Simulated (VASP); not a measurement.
# InPd (Cm) in VASP: single point with PBE

Aim: the single point of InPd with PBE.

Program: VASP 6.6.1. These are calculated values, not measurements. Logs are shortened: lines on timing, memory, paths and dates and some standing lists are left out, and cuts for length are marked.

**1. The cell of the first run**

The structure is monoclinic, space group Cm (No. 8). The conventional cell has a = 4.627 Å, b = 4.627 Å, c = 3.272 Å, α = 90.00°, β = 90.00°, γ = 90.00°. In (site symmetry m) has 8 Pd at 2.52 to 3.15 Å and 6 In at 3.27 Å within 3.3 Å. Within 3.3 Å of Pd (site symmetry m) lie 8 In at 2.52 to 3.15 Å and 6 Pd at 3.27 Å.

**2. Single point, PBE (atom 2 (Pd) moved by (-0.225, -0.225) A along [1 1 0] and z)**

INCAR

```
ALGO = Fast ; EDIFF = 1E-6
ENCUT = 520 ; GGA = PE
ISIF = 2 ; ISMEAR = 0
LASPH = True ; LCHARG = False
LREAL = False ; LWAVE = False
NBANDS = 18 ; NELM = 100
PREC = Accurate ; SIGMA = 0.15
```

KPOINTS

```
k-points
0
Gamma
  14 14 14
```

POSCAR

```
InPd
1.0
    3.2718847800      0.0000000000      0.0000000000
    0.0000000000      3.2718847800      0.0000000000
    0.0000000000      0.0000000000      3.2718847800
In Pd
1 1
Direct
    0.0000000000      0.0000000000      0.0000000000
    0.4513738911      0.4513738911      0.4312322972
```

Potentials or basis: VASP PAW PBE potentials, release 64 (In_d, Pd).

Launch:

```bash
$ cat potpaw_PBE.64/In_d/POTCAR potpaw_PBE.64/Pd/POTCAR > POTCAR
$ mpirun -np 1 vasp_std > vasp.out
```

OUTCAR:

```text
EDIFF = 1E-6
   ENCUT = 520
   GGA = PE
   ISIF = 2
   ISMEAR = 0
   LASPH = True
   LREAL = False
   NELM = 100
   PREC = Accurate

 ion  position               nearest neighbor table
   1  0.000  0.000  0.000-   2 2.52   2 2.72   2 2.72   2 2.80   2 2.90   2 2.98   2 2.98   2 3.15

   2  0.451  0.451  0.431-   1 2.52   1 2.72   1 2.72   1 2.80   1 2.90   1 2.98   1 2.98   1 3.15

  LATTYP: Found a simple cubic cell.
 ALAT       =     3.2718847800

  Lattice vectors:

 A1 = (   3.2718847800,   0.0000000000,   0.0000000000)
 A2 = (   0.0000000000,   3.2718847800,   0.0000000000)
 A3 = (   0.0000000000,   0.0000000000,   3.2718847800)

Analysis of symmetry for initial positions (statically):
=====================================================================
 Subroutine PRICEL returns:
 Original cell was already a primitive cell.

 Routine SETGRP: Setting up the symmetry group for a
 simple cubic supercell.

 Subroutine GETGRP returns: Found  2 space group operations
 (whereof  2 operations were pure point group operations)
 out of a pool of 48 trial point group operations.

The static configuration has the point symmetry C_1h.

Analysis of symmetry for dynamics (positions and initial velocities):
=====================================================================
 Subroutine PRICEL returns:
 Original cell was already a primitive cell.

 Routine SETGRP: Setting up the symmetry group for a
 simple cubic supercell.

 Subroutine GETGRP returns: Found  2 space group operations
 (whereof  2 operations were pure point group operations)
 out of a pool of 48 trial point group operations.

The dynamic configuration has the point symmetry C_1h.

 Subroutine INISYM returns: Found  2 space group operations
 (whereof  2 operations are pure point group operations),
 and found     1 'primitive' translations

----------------------------------------------------------------------------------------

                                     Primitive cell

  volume of cell :      35.0263

  direct lattice vectors                    reciprocal lattice vectors
     3.271884780  0.000000000  0.000000000     0.305634234  0.000000000  0.000000000
     0.000000000  3.271884780  0.000000000     0.000000000  0.305634234  0.000000000
     0.000000000  0.000000000  3.271884780     0.000000000  0.000000000  0.305634234

  length of vectors
     3.271884780  3.271884780  3.271884780     0.305634234  0.305634234  0.305634234

  position of ions in fractional coordinates (direct lattice)
     0.000000000  0.000000000  0.000000000
     0.451373891  0.451373891  0.431232297

  ion indices of the primitive-cell ions
   primitive index   ion index
                 1           1
                 2           2

----------------------------------------------------------------------------------------

 KPOINTS: k-points

Automatic generation of k-mesh.
 Grid dimensions read from file:
 generate k-points for:   14   14   14

 Generating k-lattice:

  Cartesian coordinates                     Fractional coordinates (reciprocal lattice)
     0.021831017  0.000000000  0.000000000     0.071428571  0.000000000  0.000000000
     0.000000000  0.021831017  0.000000000     0.000000000  0.071428571  0.000000000
     0.000000000  0.000000000  0.021831017     0.000000000  0.000000000  0.071428571

  Length of vectors
     0.021831017  0.021831017  0.021831017

  Shift w.r.t. Gamma in fractional coordinates (k-lattice)
     0.000000000  0.000000000  0.000000000

 Subroutine IBZKPT returns following result:
 ===========================================

 Found    744 irreducible k-points:

 Following reciprocal coordinates:
            Coordinates               Weight
  0.000000  0.000000  0.000000      1.000000
  0.071429  0.000000  0.000000      4.000000
  0.000000  0.000000  0.071429      2.000000
  0.142857  0.000000  0.000000      4.000000
  0.000000  0.000000  0.142857      2.000000
  0.214286  0.000000  0.000000      4.000000
[... 16 lines left out ...]
 -0.071429  0.142857  0.000000      4.000000
 -0.142857  0.000000  0.071429      4.000000
 [... further k-points ...]
   k-points           NKPTS =    744   k-points in BZ     NKDIM =    744   number of bands    NBANDS=     18
   number of dos      NEDOS =    301   number of ions     NIONS =      2
   total plane-waves  NPLWV =  13824
   dimension x,y,z NGX =    24 NGY =   24 NGZ =   24
   dimension x,y,z NGXF=    48 NGYF=   48 NGZF=   48
   ions per type =               1   1
   NGX,Y,Z   is equivalent  to a cutoff of  12.19, 12.19, 12.19 a.u.
   NGXF,Y,Z  is equivalent  to a cutoff of  24.39, 24.39, 24.39 a.u.
 SYSTEM =  unknown system
   PREC   = accura    normal or accurate (medium, high low for compatibility)
   ISTART =      0    job   : 0-new  1-cont  2-samecut
   ICHARG =      2    charge: 1-file 2-atom 10-const
   ISPIN  =      1    spin polarized calculation?
   LNONCOLLINEAR =      F non collinear calculations
   LSORBIT =      F    spin-orbit coupling
   LASPH  =      T    aspherical Exc in radial PAW
   ENCUT  =  520.0 eV  38.22 Ry    6.18 a.u.   6.08  6.08  6.08*2*pi/ulx,y,z
   NELM   =    100;   NELMIN=  2; NELMDL= -5     # of ELM steps
   EDIFF  = 0.1E-05   stopping-criterion for ELM
   LREAL  =      F    real-space projection
   EDIFFG = 0.1E-04   stopping-criterion for IOM
   NSW    =      0    number of steps for IOM
   IBRION =     -1    ionic relax: 0-MD 1-quasi-New 2-CG
   NFREE  =      0    steps in history (QN), initial steepest desc. (CG)
   ISIF   =      2    stress and relaxation
   ISYM   =      2    0-nonsym 1-usesym 2-fastsym
   POTIM  = 0.5000    time-step for ionic-motion
   TEBEG  =    0.0;   TEEND  =   0.0 temperature during run
   PSTRESS=    0.0 pullay stress
   NELECT =      23.0000    total number of electrons
   NUPDOWN=      -1.0000    fix difference up-down
   EMIN   =  10.00;   EMAX   =-10.00  energy-range for DOS
   EFERMI =   0.00;   METHOD = LEGACY
   ISMEAR =     0;   SIGMA  =   0.15  broadening in eV -4-tet -1-fermi 0-gaus
   EFERMI_NEDOS =   21; number of points for ismear=-14 and -15
   IALGO  =     68    algorithm
   IMIX   =      4    mixing-type and parameters
     AMIX     =   0.40;   BMIX     =  1.00
     AMIX_MAG =   1.60;   BMIX_MAG =  1.00
  volume/ion in A,a.u.               =      17.51       118.18
  Fermi-wavevector in a.u.,A,eV,Ry     =   1.422938  2.688964 27.548447  2.024754
  Thomas-Fermi vector in A             =   2.543589
   LORBIT       =      0    0 simple, 1 ext, 2 COOP (PROOUT), +10 PAW based schemes
   GGA     = PE    functional components
   LHFCALC =     F    Hartree Fock is set to
   AEXX    =    0.0000 exact exchange contribution
   IVDW    =     0    specifies the selected vdW correction
   LEPSILON=     F    determine dielectric tensor
   LRPA    =     F    only Hartree local field effects (RPA)
 non-spin polarized calculation
 RMM-DIIS sequential band-by-band and
 Gauss-broadening in eV      SIGMA  =   0.15
  energy-cutoff  :      520.00
  volume of cell :       35.03
 maximum number of plane-waves:       968
   NGX = 13   NGY = 13   NGZ = 13

 number of electron      22.9999989 magnetization

 Free energy of the ion-electron system (eV)
  ---------------------------------------------------
  ext. energy  EPLUGINS =         0.00000000
  ---------------------------------------------------
  free energy    TOTEN  =        -8.49077642 eV

  energy without entropy =       -8.48279431  energy(sigma->0) =       -8.48678537

 E-fermi :  10.5559     XC(G=0): -12.2060

 val. band max:       10.5476220414   @ k =  -0.1429   0.2143   0.3571
 cond. band min:      10.5565150318   @ k =   0.1429   0.3571   0.2143
 fundamental gap:      0.0088929903
 Fermi energy:        10.5559448936

 k-point     1 :       0.0000    0.0000    0.0000
  band No.  band energies     occupation
      1      -4.4815      2.00000
      2      -4.4792      2.00000
      3      -4.1206      2.00000
      4      -4.0530      2.00000
      5      -4.0475      2.00000
      6       0.4331      2.00000
[... 10 lines left out ...]
     17      20.9535      0.00000
     18      26.7008      0.00000

 k-point     2 :       0.0714    0.0000    0.0000
  band No.  band energies     occupation
      1      -4.4776      2.00000
      2      -4.4631      2.00000
      3      -4.1239      2.00000
      4      -4.0566      2.00000
      5      -4.0507      2.00000
      6       0.5140      2.00000
[... 10 lines left out ...]
     17      21.4220      0.00000
     18      26.5059      0.00000

 k-point     3 :       0.0000    0.0000    0.0714
  band No.  band energies     occupation
      1      -4.4791      2.00000
      2      -4.4617      2.00000
      3      -4.1231      2.00000
      4      -4.0588      2.00000
      5      -4.0490      2.00000
      6       0.5137      2.00000
[... 10 lines left out ...]
     17      21.3105      0.00000
     18      26.4511      0.00000

 k-point     4 :       0.1429    0.0000    0.0000
  band No.  band energies     occupation
      1      -4.4712      2.00000
      2      -4.4134      2.00000
      3      -4.1342      2.00000
      4      -4.0725      2.00000
      5      -4.0532      2.00000
      6       0.7562      2.00000
[... 375 lines left out ...]
      4      -4.0782      2.00000
      5      -4.0600      2.00000
      6       0.8346      2.00000
[... 10 lines left out ...]
     17      22.7539      0.00000
     18      25.8427      0.00000

 k-point    23 :      -0.0714    0.1429    0.0000
  band No.  band energies     occupation
      1      -4.4585      2.00000
      2      -4.4065      2.00000
      3      -4.1406      2.00000
      4      -4.0748      2.00000
      5      -4.0577      2.00000
      6       0.8358      2.00000
[... 10 lines left out ...]
     17      22.9368      0.00000
     18      25.4675      0.00000

 k-point    24 :      -0.1429    0.0000    0.0714
  band No.  band energies     occupation
      1      -4.4590      2.00000
      2      -4.4063      2.00000
      3      -4.1404      2.00000
      4      -4.0783      2.00000
      5      -4.0547      2.00000
      6       0.8355      2.00000
[... 10 lines left out ...]
     17      22.9433      0.00000
     18      25.4782      0.00000

 [... further k-points ...]

------------------------ aborting loop because EDIFF is reached ----------------------------------------

  FORCE on cell =-STRESS in cart. coord.  units (eV):
  Direction    XX          YY          ZZ          XY          YZ          ZX
  --------------------------------------------------------------------------------------
  -------------------------------------------------------------------------------------
  Total        2.0601355      2.0601355      1.7860455      0.6734907      0.8697364      0.8697364
  in kB       94.2350268     94.2350268     81.6975616     30.8069147     39.7836127     39.7836112
  external PRESSURE =      90.0558718 kB  Pullay stress =       0.0000000 kB

 VOLUME and BASIS-vectors are now :
 -----------------------------------------------------------------------------
  energy-cutoff  :      520.00
  volume of cell :       35.03
      direct lattice vectors                 reciprocal lattice vectors
     3.271884780  0.000000000  0.000000000     0.305634234  0.000000000  0.000000000
     0.000000000  3.271884780  0.000000000     0.000000000  0.305634234  0.000000000
     0.000000000  0.000000000  3.271884780     0.000000000  0.000000000  0.305634234

 POSITION                                       TOTAL-FORCE (eV/Angst)
 -----------------------------------------------------------------------------------
      0.00000      0.00000      0.00000        -0.939725     -0.939725     -1.200604
      1.47684      1.47684      1.41094         0.939725      0.939725      1.200604
 -----------------------------------------------------------------------------------
    total drift:                                0.000313      0.000313      0.000450

  FREE ENERGIE OF THE ION-ELECTRON SYSTEM (eV)
  ---------------------------------------------------
  free  energy   TOTEN  =        -8.4907764230 eV

  energy  without entropy=       -8.4827943077  energy(sigma->0) =       -8.48678537
```

It took 4.2 min on 1 thread of AMD EPYC 7R13 (Zen 3), shared host; peak memory 0.52 GiB.

What came out:

| Property | Result |
| --- | --- |
| Free energy | -8.4908 eV |
| Pressure | 9.0 GPa |
| Largest force | 1.791 eV/Å |
| Band gap on the k mesh | zero (an odd number of electrons rules out a gap without spin polarisation) |

Forces on the atoms (eV/Å):
```
In  -0.940 -0.940 -1.201
Pd   0.940  0.940  1.201
```

Stress tensor (GPa, compression positive):
```
9.42 3.08 3.98
3.08 9.42 3.98
3.98 3.98 8.17
```

Caveat: the cell differs from its parent crystal (atom 2 (Pd) moved by (-0.225, -0.225) A along [1 1 0] and z); the cell stands under pressure; spin-orbit coupling is left out, which moves the levels of the heavy elements; forces of over 1 eV/Å act on the atoms, so gaps and moduli don't describe the material at rest.
